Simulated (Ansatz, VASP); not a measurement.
# Two plane-wave programs on Be4TeAs

Contents of INCAR:

```
ALGO = Normal
EDIFF = 1E-6
ENCUT = 520
GGA = PE
ISIF = 2
ISMEAR = 0
LASPH = True
LCHARG = False
LREAL = False
LWAVE = False
NBANDS = 18
NELM = 100
PREC = Accurate
SIGMA = 0.1
```

KPOINTS

```
k-points
0
Gamma
  4 4 4
```

POSCAR

```
Be4TeAs
1.0
    5.0533139700      0.0000000000      0.0000000000
    0.0000000000      5.0533139700      0.0000000000
    0.0000000000      0.0000000000      5.0533139700
Be Te As
4 1 1
Direct
    0.2500000000      0.2500000000      0.2500000000
    0.7500000000      0.7500000000      0.2500000000
    0.7500000000      0.2500000000      0.7500000000
    0.2500000000      0.7500000000      0.7500000000
    0.0000000000      0.0000000000      0.0000000000
    0.5000000000      0.5000000000      0.5000000000
```

Input for Ansatz:

```yaml
crystal:
  lattice:
    - [5.05331397, 0.0, 0.0]
    - [0.0, 5.05331397, 0.0]
    - [0.0, 0.0, 5.05331397]
  atoms:
    - { symbol: Be, position: [0.25, 0.25, 0.25] }
    - { symbol: Be, position: [0.75, 0.75, 0.25] }
    - { symbol: Be, position: [0.75, 0.25, 0.75] }
    - { symbol: Be, position: [0.25, 0.75, 0.75] }
    - { symbol: Te, position: [0.0, 0.0, 0.0] }
    - { symbol: As, position: [0.5, 0.5, 0.5] }
basis:
  ecutwfc: 420
kpoints:
  mp_grid: { grid: [4, 4, 4] }
hamiltonian:
  xc: pbe
scf:
  occupations: { method: gaussian, width: 0.1 }
  lower_state_search: "off"
output:
  forces: true
  stress: true
  eigenvalues: true
```

Alike in both runs: task single point; functional PBE; k mesh 4 × 4 × 4; occupations gaussian, width 0.1 eV; no spin polarisation.

|  | VASP | Ansatz |
| --- | --- | --- |
| version | VASP 6.6.1 | Ansatz 0.2.0 |
| potentials or method | VASP PAW PBE potentials, release 64 (Be, Te, As), cutoff 520 eV | scalar-relativistic, plane waves, PAW |
| valence electrons in the cell | 19 | 39 |

```tsv
	VASP	Ansatz	Ansatz less VASP
gap on the k mesh at the Fermi level (eV)	none	none	-
pressure (GPa)	2.2	2.0	-0.20
```

A gap of «none» marks a metal or a gap that the smearing closes. With one functional, cell and mesh, what is left measures potentials, basis and numerics. VASP's potentials hold 19 valence electrons a cell and Ansatz's 39, so a difference there can come from the potentials and not from the codes.

Neither program's run includes spin-orbit coupling.
